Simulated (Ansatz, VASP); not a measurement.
# Two plane-wave programs on W

The input INCAR:

```
  PREC = Accurate
  ENCUT = 520
  EDIFF = 1E-7
  ISMEAR = -1
  SIGMA = 0.1
  LREAL = F
  LASPH = T
  NELM = 100
  ALGO = Normal
  ISIF = 2
  LWAVE = F
  LCHARG = T
  GGA = PE
  LELF = T
  LVHAR = T
  NBANDS = 13
```

The input KPOINTS:

```
Automatic mesh
0
Gamma
  20 20 20
```

File POSCAR:

```
W
1.0
   -1.5921723362      1.5921723362      1.5921723362
    1.5921723362     -1.5921723362      1.5921723362
    1.5921723362      1.5921723362     -1.5921723362
W
1
Direct
    0.0000000000      0.0000000000      0.0000000000
```

Input for Ansatz:

```yaml
crystal:
  lattice:
    - [-1.5921723362, 1.5921723362, 1.5921723362]
    - [1.5921723362, -1.5921723362, 1.5921723362]
    - [1.5921723362, 1.5921723362, -1.5921723362]
  atoms:
    - { symbol: W, position: [0.0, 0.0, 0.0] }
hamiltonian:
  xc: pbe
  pseudopotentials:
    kind: paw
    azcp:
      W: "pseudopotentials/W.paw.azcp"
basis:
  ecutwfc: 420
  fft_grid_basis: typed
kpoints:
  mp_grid: { grid: [20, 20, 20], shift: [0, 0, 0] }
magnetization:
  spin_polarized: false
scf:
  occupations: { method: fermi_dirac, width: 0.1 }
  lower_state_search: "off"
output:
  stress: true
  write_density: true
  write_potential: true
  elf: true
  volumetric_format: npy
```

Alike in both runs: task single point; functional PBE; k mesh 20 × 20 × 20; occupations fermi-dirac, width 0.1 eV; no spin polarisation.

```csv
,VASP,Ansatz
version,VASP 6.6.1,Ansatz 0.2.0
potentials or method,"VASP PAW PBE potentials, release 64 (W_sv), cutoff 520 eV","plane waves (420 eV) with PAW, scalar-relativistic"
valence electrons in the cell,14,14
```

Ansatz gave:

```
pressure (GPa) : -0.2
```

**Question.** What did VASP give for the same quantities?

**Answer.** Pressure (GPa): 0.3.

Spin-orbit coupling is off throughout.
